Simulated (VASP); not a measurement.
Write the native input for VASP 6.6.1 that does the following.

- Task: single point
- Functional: LDA
- Potentials or basis: VASP PAW LDA potentials, release 64 (Mo_sv)
- Cutoff: 520 eV
- k mesh: 17 × 17 × 17
- Occupations: fermi-dirac, width 0.05 eV
- Spin: no spin polarisation
- Dipole correction: no
- Further INCAR settings: ALGO = Normal; EDIFF = 1e-06; NBANDS = 13

The structure of Mo lies in POSCAR:

```
Mo
1.0
    2.5547461120      0.0000000000      0.0000000000
    0.0000000000      2.5547461120      0.0000000000
    0.0000000000      0.0000000000      2.5547461120
Mo
1
Direct
    0.0000000000      0.0000000000      0.0000000000
```

The input as run:

INCAR

```
SYSTEM = Mo
  ALGO = Normal
  EDIFF = 1E-6
  ENCUT = 520
  ISIF = 2
  ISMEAR = -1
  LASPH = .TRUE.
  LCHARG = .FALSE.
  LREAL = .FALSE.
  LWAVE = .FALSE.
  NBANDS = 13
  NELM = 100
  PREC = Accurate
  SIGMA = 0.05
```

KPOINTS

```
k-points
0
G
  17 17 17
  0 0 0
```

Potentials or basis: VASP PAW LDA potentials, release 64 (Mo_sv).

Command:

```bash
$ cat potpaw_LDA.64/Mo_sv/POTCAR > POTCAR
$ mpirun -np 1 vasp_std > vasp.out
```

It gave:

```yaml
Pressure: 1.0 GPa
Band_gap_on_the_k_mesh: zero (band 7 reaches 12.92 eV, above the bottom of band 8 at 10.27 eV)
```

Run time: 14 s on 1 thread of AMD EPYC 9R14 (Zen 4), with other jobs on the host, peak memory 0.11 GiB.
